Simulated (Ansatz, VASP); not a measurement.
# AlNi in VASP and in Ansatz

INCAR

```
SYSTEM = AlNi
PREC     = Accurate       ! precision mode
ENCUT    = 520            ! plane-wave cutoff, eV
EDIFF    = 1E-6           ! SCF threshold, eV
ISMEAR   = -1             ! smearing method
SIGMA    = 0.05           ! smearing width, eV
LREAL    = .False.        ! projectors in reciprocal space
LASPH    = .True.         ! aspherical terms in the spheres
NELM     = 150            ! most SCF steps
ALGO     = Normal         ! electronic algorithm
ISIF     = 2              ! what is computed and relaxed
LWAVE    = .False.        ! write WAVECAR
LCHARG   = .False.        ! write CHGCAR
ISPIN    = 2              ! spin polarisation
MAGMOM   = 0.5 0          ! initial moments
LORBIT   = 11             ! projections on sites
NUPDOWN  = 0.5            ! fixed moment
LMAXMIX  = 4              ! l up to which the mixer works
GGA      = PE             ! functional
NBANDS   = 18             ! bands
```

File KPOINTS:

```
regular mesh
0
Gamma
  8 8 8
  0 0 0
```

POSCAR

```
AlNi
1.0
    2.8810000000      0.0000000000      0.0000000000
    0.0000000000      2.8810000000      0.0000000000
    0.0000000000      0.0000000000      2.8810000000
Ni Al
1 1
Direct
    0.5000000000      0.5000000000      0.5000000000
    0.0000000000      0.0000000000      0.0000000000
```

Contents of input.yaml:

```yaml
crystal:
  lattice:
    - [2.881, 0.0, 0.0]
    - [0.0, 2.881, 0.0]
    - [0.0, 0.0, 2.881]
  atoms:
    - { symbol: Ni, position: [0.5, 0.5, 0.5], spin: 0.5 }
    - { symbol: Al, position: [0.0, 0.0, 0.0] }
hamiltonian:
  xc: pbe
  pseudopotentials: { kind: paw }
magnetization:
  spin_polarized: true
  initial_magnetization: 0.5
  spin_locking: { lock_magnetization: hard }
kpoints:
  mp_grid: { grid: [8, 8, 8] }
scf:
  occupations: { method: fermi_dirac, width: 0.05 }
  lower_state_search: "off"
output:
  forces: true
  stress: true
  eigenvalues: true
```

Alike in both runs: task single point; functional PBE; k mesh 8 × 8 × 8; occupations fermi-dirac, width 0.05 eV; collinear spin; fixed moment 0.5 μB.

|  | VASP | Ansatz |
| --- | --- | --- |
| version | VASP 6.6.1 | Ansatz 0.2.0 |
| potentials or method | VASP PAW PBE potentials, release 64 (Ni, Al) | Ansatz PAW |
| plane-wave cutoff (eV) | 520 | 420 |
| valence electrons in the cell | 13 | 21 |

|  | VASP | Ansatz | Ansatz less VASP |
| --- | --- | --- | --- |
| pressure (GPa) | 3.2 | 2.9 | -0.32 |
| net moment per atom (μB) | 0.25 | 0.25 | 0.000 |
| size of the moment on the site where the two differ most (μB) | 0.03 | 0.04 | +0.014 |

Site moments also hang on the region over which each program counts them. VASP's potentials hold 13 valence electrons a cell and Ansatz's 21, so a difference there can come from the potentials and not from the codes.
